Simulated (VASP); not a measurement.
Crystal: Sn3Se.

```
CELL_PARAMETERS angstrom
4.74188 0.00000 0.00000
0.00000 4.74188 0.00000
0.00000 0.00000 4.74188
ATOMIC_POSITIONS crystal
Sn 0.50000 0.50000 0.00000
Sn 0.50000 0.00000 0.50000
Sn 0.00000 0.50000 0.50000
Se 0.00000 0.00000 0.00000
```

Base run:

| Property | Result |
| --- | --- |
| Program | VASP 6.6.1 |
| Functional | PBEsol |
| Potentials or basis | VASP PAW PBE potentials, release 64 (Sn_d, Se) |
| Cutoff | 520 eV |
| k mesh | 5 × 5 × 5 |
| Occupations | gaussian, width 0.05 eV |
| Spin | no spin polarisation |

Its results: band gap on the k mesh zero (band 24 reaches 8.17 eV, above the bottom of band 25 at 6.67 eV); pressure -2.2 GPa.

The run is repeated on the same cell with these changes: k mesh from 5 × 5 × 5 to 9 × 9 × 9. What comes out?

Band gap on the k mesh zero (band 24 reaches 8.75 eV, above the bottom of band 25 at 6.64 eV); pressure -2.6 GPa.

Caveats: the PAW data sets were made with another functional, which shifts forces and pressure a little; spin-orbit coupling is left out, which moves the levels of the heavy elements.
